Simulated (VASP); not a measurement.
Here is a VASP 6.6.1 calculation.

INCAR

```
  PREC = Accurate
  ENCUT = 520
  EDIFF = 1E-8
  ISMEAR = 0
  SIGMA = 0.01
  LREAL = False
  LASPH = True
  NELM = 80
  ALGO = Normal
  ISIF = 2
  LWAVE = False
  LCHARG = False
  NBANDS = 16
  IBRION = 8
  NSW = 1
  LEPSILON = True
```

KPOINTS

```
regular mesh
0
Gamma
  10 10 10
```

The input POSCAR:

```
GaN
1.0
    0.0000000000      2.2275708004      2.2275708004
    2.2275708004      0.0000000000      2.2275708004
    2.2275708004      2.2275708004      0.0000000000
Ga N
1 1
Direct
    0.0000000000      0.0000000000      0.0000000000
    0.2500000000      0.2500000000      0.2500000000
```

Potentials or basis: VASP PAW LDA potentials, release 64 (Ga_d, N).

Command:

```bash
$ cat potpaw_LDA.64/Ga_d/POTCAR potpaw_LDA.64/N/POTCAR > POTCAR
$ mpirun -np 1 vasp_std > vasp.out
```

Q: What does it give for the electronic dielectric tensor (diagonal)?

A: 5.76.

Q: Predict the Born charges (mean of the diagonal).

A: Ga +2.63; N -2.63 e.

Q: What does it give for the highest phonon frequency at Γ, LO-TO splitting left out?

A: 558 cm⁻¹.

Phonon frequencies in cm⁻¹ (negative: imaginary):
```tsv
q point	frequencies
(0.000, 0.000, 0.000)	0 0 0 558 558 558
```

Caveat: the cell wasn't relaxed at this level first, which shifts response properties.
